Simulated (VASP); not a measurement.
PbS: single point with LDA

The system is PbS.

```
Pb S
1.0
     0.00000    2.99465    2.96500
     2.99465    0.00000    2.96500
     2.99465    2.99465    0.00000
Pb S
1 1
Direct
  0.00000 0.00000 0.00000
  0.50000 0.50000 0.50000
```

This cell differs from its parent crystal: equal xx and yy strain of +1 %.

```
Program                : VASP 6.6.1
Task                   : single point
Functional             : LDA
Potentials or basis    : VASP PAW LDA potentials, release 64 (Pb_d, S)
Cutoff                 : 520 eV
k mesh                 : 8 × 8 × 8
Occupations            : fermi-dirac, width 0.01 eV
Spin                   : no spin polarisation
Dipole correction      : no
Further INCAR settings : ALGO = Normal; EDIFF = 1e-07; NBANDS = 17
```

| Property | Result |
| --- | --- |
| Pressure | -3.5 GPa |
| Band gap on the k mesh | 0.27 eV |

Stress tensor (GPa, compression positive):
```
-3.89  0.00  0.00
 0.00 -3.89  0.00
 0.00  0.00 -2.78
```

Levels at points of the mesh, in eV from the valence-band top:
```tsv
k point	band 8	band 9	band 10	band 11	band 12	band 13
(0.00, 0.00, 0.00)	-2.11	-2.02	-2.02	4.96	4.96	5.18
(0.50, 0.00, 0.00)	-1.67	-1.65	0.00	0.27	1.86	1.92
(0.50, 0.50, 0.00)	-5.09	-3.34	-3.34	3.80	5.47	5.47
(0.50, 0.00, 0.50)	-5.07	-3.37	-3.27	3.84	5.38	5.42
```

It took 57 s on 1 thread of Intel Xeon 8259CL (shared host), peak memory 0.19 GiB.

Caveat: the cell differs from its parent crystal (equal xx and yy strain of +1 %); the cell stands under tension; spin-orbit coupling is left out, which moves the levels of the heavy elements. A k mesh can miss the band edges.
